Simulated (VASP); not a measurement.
# BiCl3O (Pm-3m) in VASP: notebook

The runs below take BiCl3O through single point, relaxation of cell and atoms, with PBE.

All numbers are computed with VASP 6.6.1; they aren't measurements. Logs are shortened: lines on timing, memory, paths and dates and some standing lists are left out, and cuts for length are marked.

## (1) The cell of the first run

It takes space group Pm-3m (No. 221, cubic). The conventional cell has a = 5.399 Å, b = 5.399 Å, c = 5.399 Å, α = 90.00°, β = 90.00°, γ = 90.00°. Bi (site symmetry m-3m) has 6 Cl at 2.70 Å within 3.6 Å. Within 3.6 Å of Cl (site symmetry 4/mmm) lie 2 Bi at 2.70 Å. Within 5.0 Å of O (site symmetry m-3m) lie 12 Cl at 3.82 Å and 8 Bi at 4.68 Å.

The cell was generated, and may not be a known phase.

## (2) Single point, PBE

Input file INCAR:

```
PREC     = Accurate       # precision mode
ENCUT    = 520            # plane-wave cutoff, eV
EDIFF    = 1E-6           # SCF threshold, eV
ISMEAR   = 0              # smearing method
SIGMA    = 0.1            # smearing width, eV
LREAL    = False          # projectors in reciprocal space
LASPH    = True           # aspherical terms in the spheres
NELM     = 100            # most SCF steps
ALGO     = Normal         # electronic algorithm
ISIF     = 2              # what is computed and relaxed
LWAVE    = False          # write WAVECAR
LCHARG   = True           # write CHGCAR
GGA      = PE             # functional
LELF     = True           # ELF
LVHAR    = True         
NBANDS   = 29             # bands
```

Input file KPOINTS:

```
regular mesh
0
Gamma
  8 8 8
```

Input file POSCAR:

```
BiCl3O
1.0
    5.3986922779      0.0000000000      0.0000000000
    0.0000000000      5.3986922779      0.0000000000
    0.0000000000      0.0000000000      5.3986922779
Bi Cl O
1 3 1
Direct
    0.5000000000      0.5000000000      0.5000000000
    0.0000000000      0.5000000000      0.5000000000
    0.5000000000      0.0000000000      0.5000000000
    0.5000000000      0.5000000000      0.0000000000
    0.0000000000      0.0000000000      0.0000000000
```

Potentials or basis: VASP PAW PBE potentials, release 64 (Bi_d, Cl, O).

On the command line:

```console
$ cat potpaw_PBE.64/Bi_d/POTCAR potpaw_PBE.64/Cl/POTCAR potpaw_PBE.64/O/POTCAR > POTCAR
$ mpirun -np 1 vasp_std > vasp.out
```

OUTCAR:

```text
PREC = Accurate
   ENCUT = 520
   EDIFF = 1E-6
   ISMEAR = 0
   LREAL = False
   LASPH = True
   NELM = 100
   ISIF = 2
   GGA = PE

 ion  position               nearest neighbor table
   1  0.500  0.500  0.500-   2 2.70   3 2.70   4 2.70   4 2.70   3 2.70   2 2.70
   2  0.000  0.500  0.500-   1 2.70   1 2.70
   3  0.500  0.000  0.500-   1 2.70   1 2.70
   4  0.500  0.500  0.000-   1 2.70   1 2.70
   5  0.000  0.000  0.000-

  LATTYP: Found a simple cubic cell.
 ALAT       =     5.3986922779

  Lattice vectors:

 A1 = (   5.3986922779,   0.0000000000,   0.0000000000)
 A2 = (   0.0000000000,   5.3986922779,   0.0000000000)
 A3 = (   0.0000000000,   0.0000000000,   5.3986922779)

Analysis of symmetry for initial positions (statically):
=====================================================================
 Subroutine PRICEL returns:
 Original cell was already a primitive cell.

 Routine SETGRP: Setting up the symmetry group for a
 simple cubic supercell.

 Subroutine GETGRP returns: Found 48 space group operations
 (whereof 48 operations were pure point group operations)
 out of a pool of 48 trial point group operations.

The static configuration has the point symmetry O_h .

Analysis of symmetry for dynamics (positions and initial velocities):
=====================================================================
 Subroutine PRICEL returns:
 Original cell was already a primitive cell.

 Routine SETGRP: Setting up the symmetry group for a
 simple cubic supercell.

 Subroutine GETGRP returns: Found 48 space group operations
 (whereof 48 operations were pure point group operations)
 out of a pool of 48 trial point group operations.

The dynamic configuration has the point symmetry O_h .

 Subroutine INISYM returns: Found 48 space group operations
 (whereof 48 operations are pure point group operations),
 and found     1 'primitive' translations

----------------------------------------------------------------------------------------

                                     Primitive cell

  volume of cell :     157.3496

  direct lattice vectors                    reciprocal lattice vectors
     5.398692278  0.000000000  0.000000000     0.185230042  0.000000000  0.000000000
     0.000000000  5.398692278  0.000000000     0.000000000  0.185230042  0.000000000
     0.000000000  0.000000000  5.398692278     0.000000000  0.000000000  0.185230042

  length of vectors
     5.398692278  5.398692278  5.398692278     0.185230042  0.185230042  0.185230042

  position of ions in fractional coordinates (direct lattice)
     0.500000000  0.500000000  0.500000000
     0.000000000  0.500000000  0.500000000
     0.500000000  0.000000000  0.500000000
     0.500000000  0.500000000  0.000000000
     0.000000000  0.000000000  0.000000000

  ion indices of the primitive-cell ions
   primitive index   ion index
                 1           1
                 2           2
                 3           3
                 4           4
                 5           5

----------------------------------------------------------------------------------------

 KPOINTS: regular mesh

Automatic generation of k-mesh.
 Grid dimensions read from file:
 generate k-points for:    8    8    8

 Generating k-lattice:

  Cartesian coordinates                     Fractional coordinates (reciprocal lattice)
     0.023153755  0.000000000  0.000000000     0.125000000  0.000000000  0.000000000
     0.000000000  0.023153755  0.000000000     0.000000000  0.125000000  0.000000000
     0.000000000  0.000000000  0.023153755     0.000000000  0.000000000  0.125000000

  Length of vectors
     0.023153755  0.023153755  0.023153755

  Shift w.r.t. Gamma in fractional coordinates (k-lattice)
     0.000000000  0.000000000  0.000000000

 Subroutine IBZKPT returns following result:
 ===========================================

 Found     35 irreducible k-points:

 Following reciprocal coordinates:
            Coordinates               Weight
  0.000000  0.000000  0.000000      1.000000
  0.125000  0.000000  0.000000      6.000000
  0.250000  0.000000  0.000000      6.000000
  0.375000  0.000000  0.000000      6.000000
  0.500000  0.000000  0.000000      3.000000
  0.125000  0.125000  0.000000     12.000000
[... 16 lines left out ...]
  0.375000  0.375000  0.125000     24.000000
  0.500000  0.375000  0.125000     24.000000
 [... further k-points ...]
   k-points           NKPTS =     35   k-points in BZ     NKDIM =     35   number of bands    NBANDS=     29
   number of dos      NEDOS =    301   number of ions     NIONS =      5
   total plane-waves  NPLWV =  64000
   dimension x,y,z NGX =    40 NGY =   40 NGZ =   40
   dimension x,y,z NGXF=    80 NGYF=   80 NGZF=   80
   ions per type =               1   3   1
   NGX,Y,Z   is equivalent  to a cutoff of  12.32, 12.32, 12.32 a.u.
   NGXF,Y,Z  is equivalent  to a cutoff of  24.63, 24.63, 24.63 a.u.
 SYSTEM =  unknown system
   PREC   = accura    normal or accurate (medium, high low for compatibility)
   ISTART =      0    job   : 0-new  1-cont  2-samecut
   ICHARG =      2    charge: 1-file 2-atom 10-const
   ISPIN  =      1    spin polarized calculation?
   LNONCOLLINEAR =      F non collinear calculations
   LSORBIT =      F    spin-orbit coupling
   LASPH  =      T    aspherical Exc in radial PAW
   ENCUT  =  520.0 eV  38.22 Ry    6.18 a.u.  10.04 10.04 10.04*2*pi/ulx,y,z
   NELM   =    100;   NELMIN=  2; NELMDL= -5     # of ELM steps
   EDIFF  = 0.1E-05   stopping-criterion for ELM
   LREAL  =      F    real-space projection
   EDIFFG = 0.1E-04   stopping-criterion for IOM
   NSW    =      0    number of steps for IOM
   IBRION =     -1    ionic relax: 0-MD 1-quasi-New 2-CG
   NFREE  =      0    steps in history (QN), initial steepest desc. (CG)
   ISIF   =      2    stress and relaxation
   ISYM   =      2    0-nonsym 1-usesym 2-fastsym
   POTIM  = 0.5000    time-step for ionic-motion
   TEBEG  =    0.0;   TEEND  =   0.0 temperature during run
   PSTRESS=    0.0 pullay stress
   NELECT =      42.0000    total number of electrons
   NUPDOWN=      -1.0000    fix difference up-down
   EMIN   =  10.00;   EMAX   =-10.00  energy-range for DOS
   EFERMI =   0.00;   METHOD = LEGACY
   ISMEAR =     0;   SIGMA  =   0.10  broadening in eV -4-tet -1-fermi 0-gaus
   EFERMI_NEDOS =   21; number of points for ismear=-14 and -15
   IALGO  =     38    algorithm
   IMIX   =      4    mixing-type and parameters
     AMIX     =   0.40;   BMIX     =  1.00
     AMIX_MAG =   1.60;   BMIX_MAG =  1.00
  volume/ion in A,a.u.               =      31.47       212.37
  Fermi-wavevector in a.u.,A,eV,Ry     =   1.054070  1.991903 15.116931  1.111063
  Thomas-Fermi vector in A             =   2.189216
   LORBIT       =      0    0 simple, 1 ext, 2 COOP (PROOUT), +10 PAW based schemes
   GGA     = PE    functional components
   LHFCALC =     F    Hartree Fock is set to
   AEXX    =    0.0000 exact exchange contribution
   IVDW    =     0    specifies the selected vdW correction
   LEPSILON=     F    determine dielectric tensor
   LRPA    =     F    only Hartree local field effects (RPA)
 non-spin polarized calculation
 Gauss-broadening in eV      SIGMA  =   0.10
  energy-cutoff  :      520.00
  volume of cell :      157.35
 maximum number of plane-waves:      4272
   NGX = 21   NGY = 21   NGZ = 21

 number of electron      42.0000004 magnetization

 Free energy of the ion-electron system (eV)
  ---------------------------------------------------
  ext. energy  EPLUGINS =         0.00000000
  ---------------------------------------------------
  free energy    TOTEN  =       -13.49049419 eV

  energy without entropy =      -13.35389173  energy(sigma->0) =      -13.42219296

 E-fermi :  -0.9422     XC(G=0):  -7.5142

 val. band max:       -0.9432325836   @ k =   0.5000   0.5000   0.2500
 cond. band min:      -0.9413424420   @ k =   0.5000   0.3750   0.2500
 fundamental gap:      0.0018901415
 Fermi energy:        -0.9421739420

 k-point     1 :       0.0000    0.0000    0.0000
  band No.  band energies     occupation
      1     -23.4682      2.00000
      2     -23.4682      2.00000
      3     -23.4074      2.00000
      4     -23.4074      2.00000
      5     -23.4074      2.00000
      6     -15.9164      2.00000
[... 21 lines left out ...]
     28       7.3328      0.00000
     29       7.3328      0.00000

 k-point     2 :       0.1250    0.0000    0.0000
  band No.  band energies     occupation
      1     -23.4682      2.00000
      2     -23.4664      2.00000
      3     -23.4075      2.00000
      4     -23.4075      2.00000
      5     -23.4074      2.00000
      6     -15.9147      2.00000
[... 21 lines left out ...]
     28       7.5749      0.00000
     29       7.5749      0.00000

 k-point     3 :       0.2500    0.0000    0.0000
  band No.  band energies     occupation
      1     -23.4682      2.00000
      2     -23.4620      2.00000
      3     -23.4076      2.00000
      4     -23.4076      2.00000
      5     -23.4074      2.00000
      6     -15.9107      2.00000
[... 21 lines left out ...]
     28       8.0971      0.00000
     29       8.0976      0.00000

 k-point     4 :       0.3750    0.0000    0.0000
  band No.  band energies     occupation
      1     -23.4682      2.00000
      2     -23.4576      2.00000
      3     -23.4077      2.00000
      4     -23.4077      2.00000
      5     -23.4074      2.00000
      6     -15.9070      2.00000
[... 597 lines left out ...]
     28       8.5329      0.00000
     29       8.8344      0.00000

 k-point    23 :       0.3750    0.3750    0.1250
  band No.  band energies     occupation
      1     -23.4611      2.00000
      2     -23.4522      2.00000
      3     -23.4081      2.00000
      4     -23.4078      2.00000
      5     -23.4078      2.00000
      6     -15.9040      2.00000
[... 21 lines left out ...]
     28       8.7782      0.00000
     29       9.0879      0.00000

 k-point    24 :       0.5000    0.3750    0.1250
  band No.  band energies     occupation
      1     -23.4607      2.00000
      2     -23.4508      2.00000
      3     -23.4082      2.00000
      4     -23.4079      2.00000
      5     -23.4078      2.00000
      6     -15.9035      2.00000
[... 21 lines left out ...]
     28       8.8307      0.00000
     29       9.1270      0.00000

 [... further k-points ...]

------------------------ aborting loop because EDIFF is reached ----------------------------------------

  FORCE on cell =-STRESS in cart. coord.  units (eV):
  Direction    XX          YY          ZZ          XY          YZ          ZX
  --------------------------------------------------------------------------------------
  -------------------------------------------------------------------------------------
  Total       -0.0682039     -0.0682039     -0.0682039     -0.0000000     -0.0000000      0.0000000
  in kB       -0.6944714     -0.6944714     -0.6944714     -0.0000000     -0.0000000      0.0000000
  external PRESSURE =      -0.6944714 kB  Pullay stress =       0.0000000 kB

 VOLUME and BASIS-vectors are now :
 -----------------------------------------------------------------------------
  energy-cutoff  :      520.00
  volume of cell :      157.35
      direct lattice vectors                 reciprocal lattice vectors
     5.398692278  0.000000000  0.000000000     0.185230042  0.000000000  0.000000000
     0.000000000  5.398692278  0.000000000     0.000000000  0.185230042  0.000000000
     0.000000000  0.000000000  5.398692278     0.000000000  0.000000000  0.185230042

 POSITION                                       TOTAL-FORCE (eV/Angst)
 -----------------------------------------------------------------------------------
      2.69935      2.69935      2.69935         0.000000      0.000000      0.000000
      0.00000      2.69935      2.69935         0.000000      0.000000      0.000000
      2.69935      0.00000      2.69935         0.000000      0.000000      0.000000
      2.69935      2.69935      0.00000         0.000000      0.000000      0.000000
      0.00000      0.00000      0.00000         0.000000      0.000000      0.000000
 -----------------------------------------------------------------------------------
    total drift:                               -0.000000      0.000000     -0.000000

  FREE ENERGIE OF THE ION-ELECTRON SYSTEM (eV)
  ---------------------------------------------------
  free  energy   TOTEN  =       -13.4904941924 eV

  energy  without entropy=      -13.3538917297  energy(sigma->0) =      -13.42219296
```

Wall time 70 s (1 thread of Intel Xeon 6975P-C (Granite Rapids), shared host); peak memory 0.33 GiB.

Results:

* Free energy: -13.4905 eV
* Pressure: -0.1 GPa
* Band gap on the k mesh: zero (bands 21 and 22 overlap by 0.06 eV)

Caveat: spin-orbit coupling is left out, which moves the levels of the heavy elements.

(Continued in part 2 of 2.)
